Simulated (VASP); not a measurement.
Wanted: the native input for a VASP 6.6.1 run.

- Task: single point
- Functional: PBEsol
- Potentials or basis: VASP PAW PBE potentials, release 64 (Hf_pv, O)
- Cutoff: 520 eV
- k mesh: 8 × 8 × 8
- Occupations: gaussian, width 0.05 eV
- Spin: no spin polarisation
- Dipole correction: no
- Further INCAR settings: ALGO = Normal; EDIFF = 1e-06; NBANDS = 18

The structure of HfO2 lies in POSCAR:

```
HfO2
1.0
    0.0000000000      2.4885238992      2.5220673956
    2.4211846998      0.0000000000      2.5220673956
    2.4211846998      2.4885238992      0.0000000000
Hf O
1 2
Direct
    0.0000000000      0.0000000000      0.0000000000
    0.2500000000      0.2500000000      0.2500000000
    0.7500000000      0.7500000000      0.7500000000
```

This cell differs from its parent crystal: normal strain along x -0.0400, normal strain along y -0.0133.

One way to write it, as run:

INCAR

```
SYSTEM = HfO2
PREC     = Accurate       ! precision mode
ENCUT    = 520            ! plane-wave cutoff, eV
EDIFF    = 1E-6           ! SCF threshold, eV
ISMEAR   = 0              ! smearing method
SIGMA    = 0.05           ! smearing width, eV
LREAL    = .False.        ! projectors in reciprocal space
LASPH    = .True.         ! aspherical terms in the spheres
NELM     = 60             ! most SCF steps
ALGO     = Normal         ! electronic algorithm
ISIF     = 2              ! what is computed and relaxed
LWAVE    = .False.        ! write WAVECAR
LCHARG   = .False.        ! write CHGCAR
GGA      = PS             ! functional
NBANDS   = 18             ! bands
```

KPOINTS

```
regular mesh
0
Gamma
  8 8 8
  0 0 0
```

Potentials or basis: VASP PAW PBE potentials, release 64 (Hf_pv, O).

Launch:

```bash
$ cat potpaw_PBE.64/Hf_pv/POTCAR potpaw_PBE.64/O/POTCAR > POTCAR
$ mpirun -np 1 vasp_std > vasp.out
```

Results of the run:

```json
{
  "Pressure": "11.9 GPa",
  "Band gap on the k mesh": "3.41 eV, indirect (least direct gap 3.55 eV)"
}
```

Caveat: the cell differs from its parent crystal (normal strain along x -0.0400, normal strain along y -0.0133); the PAW data sets were made with another functional, which shifts forces and pressure a little; spin-orbit coupling is left out, which moves the levels of the heavy elements.

Run time: 41 s on 1 thread of Intel(R) Xeon(R) Platinum 8259CL CPU @ 2.50GHz (Skylake/Cascade Lake), with other jobs on the host, peak memory 0.19 GiB.
